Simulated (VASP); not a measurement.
# Sb (P6_3/mmc) in VASP: further runs

The runs below take Sb through single point, with PBEsol.

Everything below comes from runs of VASP 6.6.1. Logs are shortened: lines on timing, memory, paths and dates and some standing lists are left out, and cuts for length are marked.

## (1) The cell of the first run

The structure is hexagonal, space group P6_3/mmc (No. 194). The conventional cell has a = 3.315 Å, b = 3.315 Å, c = 5.506 Å, α = 90.00°, β = 90.00°, γ = 120.00°. Within 4.4 Å of Sb (site symmetry -6m2) lie 12 Sb at 3.31 to 3.35 Å.

## (2) Single point, PBEsol

INCAR

```
SYSTEM = Sb
ALGO = Normal ; EDIFF = 1E-6
ENCUT = 520 ; GGA = PS
ISIF = 2 ; ISMEAR = 0
LASPH = .TRUE. ; LCHARG = .FALSE.
LREAL = .FALSE. ; LWAVE = .FALSE.
NBANDS = 12 ; NELM = 100
PREC = Accurate ; SIGMA = 0.15
```

KPOINTS

```
k-points
0
G
  18 18 10
  0 0 0
```

POSCAR

```
Sb
1.0
    3.3146519632      0.0000000000      0.0000000000
   -1.6573259816      2.8705728048      0.0000000000
    0.0000000000      0.0000000000      5.5062180836
Sb
2
Direct
    0.3333333333      0.6666666667      0.2500000000
    0.6666666667      0.3333333333      0.7500000000
```

Potentials or basis: VASP PAW PBE potentials, release 64 (Sb).

Run with:

```bash
cat potpaw_PBE.64/Sb/POTCAR > POTCAR
mpirun -np 1 vasp_std > vasp.out
```

OUTCAR:

```text
SYSTEM = Sb
   EDIFF = 1E-6
   ENCUT = 520
   GGA = PS
   ISIF = 2
   ISMEAR = 0
   LASPH = .TRUE.
   LREAL = .FALSE.
   NELM = 100
   PREC = Accurate

 ion  position               nearest neighbor table
   1  0.333  0.667  0.250-   2 3.35   2 3.35   2 3.35   2 3.35   2 3.35   2 3.35
   2  0.667  0.333  0.750-   1 3.35   1 3.35   1 3.35   1 3.35   1 3.35   1 3.35

  LATTYP: Found a hexagonal cell.
 ALAT       =     3.3146519632
 C/A-ratio  =     1.6611753345

  Lattice vectors:

 A1 = (   3.3146519632,   0.0000000000,   0.0000000000)
 A2 = (  -1.6573259816,   2.8705728048,   0.0000000000)
 A3 = (   0.0000000000,   0.0000000000,   5.5062180836)

Analysis of symmetry for initial positions (statically):
=====================================================================
 Subroutine PRICEL returns:
 Original cell was already a primitive cell.

 Routine SETGRP: Setting up the symmetry group for a
 hexagonal supercell.

 Subroutine GETGRP returns: Found 24 space group operations
 (whereof 12 operations were pure point group operations)
 out of a pool of 24 trial point group operations.

The static configuration has the point symmetry D_3d.
 The point group associated with its full space group is D_6h.

Analysis of symmetry for dynamics (positions and initial velocities):
=====================================================================
 Subroutine PRICEL returns:
 Original cell was already a primitive cell.

 Routine SETGRP: Setting up the symmetry group for a
 hexagonal supercell.

 Subroutine GETGRP returns: Found 24 space group operations
 (whereof 12 operations were pure point group operations)
 out of a pool of 24 trial point group operations.

The dynamic configuration has the point symmetry D_3d.
 The point group associated with its full space group is D_6h.

 Subroutine INISYM returns: Found 24 space group operations
 (whereof 12 operations are pure point group operations),
 and found     1 'primitive' translations

----------------------------------------------------------------------------------------

                                     Primitive cell

  volume of cell :      52.3914

  direct lattice vectors                    reciprocal lattice vectors
     3.314651963  0.000000000  0.000000000     0.301690799  0.174181264  0.000000000
    -1.657325982  2.870572805  0.000000000     0.000000000  0.348362528  0.000000000
     0.000000000  0.000000000  5.506218084     0.000000000  0.000000000  0.181612857

  length of vectors
[... 92 lines left out ...]
   PSTRESS=    0.0 pullay stress
   NELECT =      10.0000    total number of electrons
   NUPDOWN=      -1.0000    fix difference up-down
   EMIN   =  10.00;   EMAX   =-10.00  energy-range for DOS
   EFERMI =   0.00;   METHOD = LEGACY
   ISMEAR =     0;   SIGMA  =   0.15  broadening in eV -4-tet -1-fermi 0-gaus
   EFERMI_NEDOS =   21; number of points for ismear=-14 and -15
   IALGO  =     38    algorithm
   IMIX   =      4    mixing-type and parameters
     AMIX     =   0.40;   BMIX     =  1.00
     AMIX_MAG =   1.60;   BMIX_MAG =  1.00
  volume/ion in A,a.u.               =      26.20       176.78
  Fermi-wavevector in a.u.,A,eV,Ry     =   0.942587  1.781231 12.088376  0.888471
  Thomas-Fermi vector in A             =   2.070211
   LORBIT       =      0    0 simple, 1 ext, 2 COOP (PROOUT), +10 PAW based schemes
   GGA     = PS    functional components
   LHFCALC =     F    Hartree Fock is set to
   AEXX    =    0.0000 exact exchange contribution
   IVDW    =     0    specifies the selected vdW correction
   LEPSILON=     F    determine dielectric tensor
   LRPA    =     F    only Hartree local field effects (RPA)
 non-spin polarized calculation
 Gauss-broadening in eV      SIGMA  =   0.15
  energy-cutoff  :      520.00
  volume of cell :       52.39
 maximum number of plane-waves:      1428
 NGX is ok and might be reduce to    28

 number of electron      10.0000000 magnetization

 Free energy of the ion-electron system (eV)
  ---------------------------------------------------
  ext. energy  EPLUGINS =         0.00000000
  ---------------------------------------------------
  free energy    TOTEN  =        -8.68742609 eV

  energy without entropy =       -8.67583850  energy(sigma->0) =       -8.68163230

 E-fermi :   8.7900     XC(G=0): -10.4510

 val. band max:        8.7545102452   @ k =   0.3333   0.2222   0.1000
 cond. band min:       8.7959444366   @ k =   0.2778   0.1111   0.2000
 fundamental gap:      0.0414341914
 Fermi energy:         8.7899639069

 k-point     1 :       0.0000    0.0000    0.0000
  band No.  band energies     occupation
      1      -4.4165      2.00000
      2      -0.6681      2.00000
      3       2.7056      2.00000
      4      12.6427      0.00000
      5      12.6427      0.00000
      6      14.0759      0.00000
      7      14.2522      0.00000
      8      14.2522      0.00000
      9      16.7996      0.00000
     10      17.7672      0.00000
     11      18.8936      0.00000
     12      18.8936      0.00000
[... 331 lines left out ...]
 k-point    24 :       0.3889    0.1111    0.0000
  band No.  band energies     occupation
      1      -0.9019      2.00000
      2       1.0144      2.00000
      3       4.2372      2.00000
      4       6.0412      2.00000
      5       6.2430      2.00000
      6       8.0357      2.00000
      7       9.0272      0.02530
      8      11.2151      0.00000
      9      14.7270      0.00000
     10      15.0764      0.00000
     11      18.9927      0.00000
     12      19.3938      0.00000

 [... further k-points ...]

------------------------ aborting loop because EDIFF is reached ----------------------------------------

  FORCE on cell =-STRESS in cart. coord.  units (eV):
  Direction    XX          YY          ZZ          XY          YZ          ZX
  --------------------------------------------------------------------------------------
  -------------------------------------------------------------------------------------
  Total       -0.0025712     -0.0025712     -0.1234424      0.0000000      0.0000000      0.0000000
  in kB       -0.0786293     -0.0786293     -3.7749833      0.0000000      0.0000000      0.0000000
  external PRESSURE =      -1.3107473 kB  Pullay stress =       0.0000000 kB

 VOLUME and BASIS-vectors are now :
 -----------------------------------------------------------------------------
  energy-cutoff  :      520.00
  volume of cell :       52.39
      direct lattice vectors                 reciprocal lattice vectors
     3.314651963  0.000000000  0.000000000     0.301690799  0.174181264  0.000000000
    -1.657325982  2.870572805  0.000000000     0.000000000  0.348362528  0.000000000
     0.000000000  0.000000000  5.506218084     0.000000000  0.000000000  0.181612857

 POSITION                                       TOTAL-FORCE (eV/Angst)
 -----------------------------------------------------------------------------------
     -0.00000      1.91372      1.37655        -0.000000      0.000000      0.000000
      1.65733      0.95686      4.12966         0.000000     -0.000000      0.000000
 -----------------------------------------------------------------------------------
    total drift:                               -0.000000      0.000000     -0.000000

  FREE ENERGIE OF THE ION-ELECTRON SYSTEM (eV)
  ---------------------------------------------------
  free  energy   TOTEN  =        -8.6874260913 eV

  energy  without entropy=       -8.6758385028  energy(sigma->0) =       -8.68163230
```

stdout:

```text
POSCAR found type information on POSCAR Sb
 POSCAR found :  1 types and       2 ions
 scaLAPACK will be used
 -----------------------------------------------------------------------------
|                                                                             |
|                                                                             |
|     You enforced a specific xc type in the INCAR file but a different       |
|     I HOPE YOU KNOW WHAT YOU ARE DOING!                                     |
|                                                                             |
 -----------------------------------------------------------------------------

 LDA part: xc-table for (Slater+PW92), standard interpolation
 POSCAR, INCAR and KPOINTS ok, starting setup
 FFT: planning ... GRIDC
 FFT: planning ... GRID_SOFT
 FFT: planning ... GRID
 WAVECAR not read
 entering main loop
```

Run time: 47 s. Hardware: 1 thread of Intel Xeon Platinum 8559C (Emerald Rapids), shared host; peak memory 0.25 GiB.

What came out:

| Quantity | Value |
| --- | --- |
| Free energy | -8.6874 eV |
| Pressure | -0.1 GPa |
| Band gap on the k mesh | zero (band 5 reaches 13.44 eV, above the bottom of band 6 at 5.37 eV) |

Levels at points of the mesh, in eV from the Fermi level:
```csv
k point,band 3,band 4,band 5,band 6,band 7,band 8
"(0.00, 0.00, 0.00)",-6.08,3.85,3.85,5.29,5.46,5.46
"(0.50, 0.00, 0.00)",-4.54,-3.33,-2.37,-0.23,0.47,3.71
"(0.00, 0.00, 0.50)",-1.07,-1.07,4.65,4.65,4.65,4.65
"(0.50, 0.00, 0.50)",-5.54,-5.54,1.70,1.70,1.70,1.70
```

Caveat: the PAW data sets were made with another functional, which shifts forces and pressure a little; spin-orbit coupling is left out, which moves the levels of the heavy elements.

## (3) Single point, PBEsol

This run uses another cell than the first one, of the same volume but with other edges.

INCAR

```
SYSTEM = Sb
ALGO = Normal ; EDIFF = 1E-7
ENCUT = 520 ; GGA = PS
ISIF = 2 ; ISMEAR = 0
LASPH = .True. ; LCHARG = .False.
LREAL = .False. ; LWAVE = .False.
NBANDS = 12 ; NELM = 100
PREC = Accurate ; SIGMA = 0.15
```

KPOINTS

```
k-points
0
Gamma
  18 18 10
  0 0 0
```

POSCAR

```
Sb
1.0
    3.6291454287      0.0000000000      0.0000000000
   -1.8145727144      3.1429321353      0.0000000000
    0.0000000000      0.0000000000      4.5932547591
Sb
2
Direct
    0.3333333333      0.6666666667      0.2500000000
    0.6666666667      0.3333333333      0.7500000000
```

Potentials or basis: VASP PAW PBE potentials, release 64 (Sb).

Run with:

```bash
cat potpaw_PBE.64/Sb/POTCAR > POTCAR
mpirun -np 1 vasp_std > vasp.out
```

Run time: 50 s. Hardware: 1 thread of Intel Xeon Platinum 8559C (Emerald Rapids), shared host; peak memory 0.25 GiB.

Results (log left out):

```
Free energy            : -8.6787 eV
Pressure               : 2.0 GPa
Band gap on the k mesh : zero (band 5 reaches 11.11 eV, above the bottom of band 6 at 5.55 eV)
```

Stress tensor (GPa, compression positive):
```
2.30 0.00 0.00
0.00 2.30 0.00
0.00 0.00 1.54
```

Levels at points of the mesh, in eV from the Fermi level:
```tsv
k point	band 1	band 2	band 3	band 4	band 5	band 6	band 7	band 8	band 9	band 10
(0.00, 0.00, 0.00)	-13.15	-6.52	-5.02	1.10	1.10	3.76	3.76	4.89	7.13	7.39
(0.50, 0.00, 0.00)	-10.28	-8.58	-2.82	-2.10	-1.45	-0.76	0.26	3.24	4.45	7.69
(0.00, 0.00, 0.50)	-11.31	-11.31	2.30	2.30	2.53	2.53	2.53	2.53	7.21	7.21
(0.50, 0.00, 0.50)	-8.85	-8.85	-5.43	-5.43	0.53	0.53	2.71	2.71	7.34	7.34
```

Caveat: the PAW data sets were made with another functional, which shifts forces and pressure a little; spin-orbit coupling is left out, which moves the levels of the heavy elements.

## (4) Single point, PBEsol

This run uses another cell than the first one, of the same volume but with other edges.

INCAR

```
PREC = Accurate
ENCUT = 520
EDIFF = 1E-7
ISMEAR = 0
SIGMA = 0.15
LREAL = F
LASPH = T
NELM = 100
ALGO = Normal
ISIF = 2
LWAVE = F
LCHARG = F
GGA = PS
NBANDS = 12
```

KPOINTS

```
Automatic mesh
0
Gamma
  18 18 10
```

POSCAR

```
Sb
1.0
    3.0868812064      0.0000000000      0.0000000000
   -1.5434406032      2.6733175432      0.0000000000
    0.0000000000      0.0000000000      6.3487678063
Sb
2
Direct
    0.3333333333      0.6666666667      0.2500000000
    0.6666666667      0.3333333333      0.7500000000
```

Run with:

```bash
cat potpaw_PBE.64/Sb/POTCAR > POTCAR
mpirun -np 1 vasp_std > vasp.out
```

Wall time 39 s (1 thread of Intel Xeon Platinum 8559C (Emerald Rapids), shared host); peak memory 0.25 GiB.

The run converged. Its results:

| Quantity | Value |
| --- | --- |
| Free energy | -8.4095 eV |
| Pressure | 4.1 GPa |
| Band gap on the k mesh | zero (band 5 reaches 15.67 eV, above the bottom of band 6 at 5.10 eV) |

Stress tensor (GPa, compression positive):
```
 8.41  0.00  0.00
 0.00  8.41  0.00
 0.00  0.00 -4.44
```

Levels at points of the mesh, in eV from the Fermi level:
```tsv
k point	band 2	band 3	band 4	band 5	band 6	band 7	band 8	band 9
(0.00, 0.00, 0.00)	-11.44	-6.21	1.52	5.82	6.49	6.49	7.36	7.36
(0.50, 0.00, 0.00)	-7.80	-5.55	-4.87	-1.73	0.06	2.20	3.84	6.16
(0.00, 0.00, 0.50)	-12.64	-3.14	-3.14	6.92	6.92	6.92	6.92	10.73
(0.50, 0.00, 0.50)	-8.10	-5.78	-5.78	0.66	0.66	2.90	2.90	4.67
```

Caveat: the PAW data sets were made with another functional, which shifts forces and pressure a little; spin-orbit coupling is left out, which moves the levels of the heavy elements.

## (5) Overview

| cell | gap on the mesh (eV) | pressure (GPa) |
| --- | --- | --- |
| a = 3.315, b = 3.315, c = 5.506 Å, angles 90.0, 90.0, 120.0°, 2 atoms | none | -0.1 |
| a = 3.629, b = 3.629, c = 4.593 Å, angles 90.0, 90.0, 120.0°, 2 atoms | none | 2.0 |
| a = 3.087, b = 3.087, c = 6.349 Å, angles 90.0, 90.0, 120.0°, 2 atoms | none | 4.1 |

Alike in all rows: task single point; level PBEsol; potentials or basis VASP PAW PBE potentials, release 64 (Sb); no spin polarisation; k mesh 18 × 18 × 10; cutoff (eV) 520; smearing gaussian 0.15 eV.

Caveats: the PAW data sets were made with another functional, which shifts forces and pressure a little; spin-orbit coupling is left out, which moves the levels of the heavy elements.

Absolute energies hang on the potentials; compare differences alone.
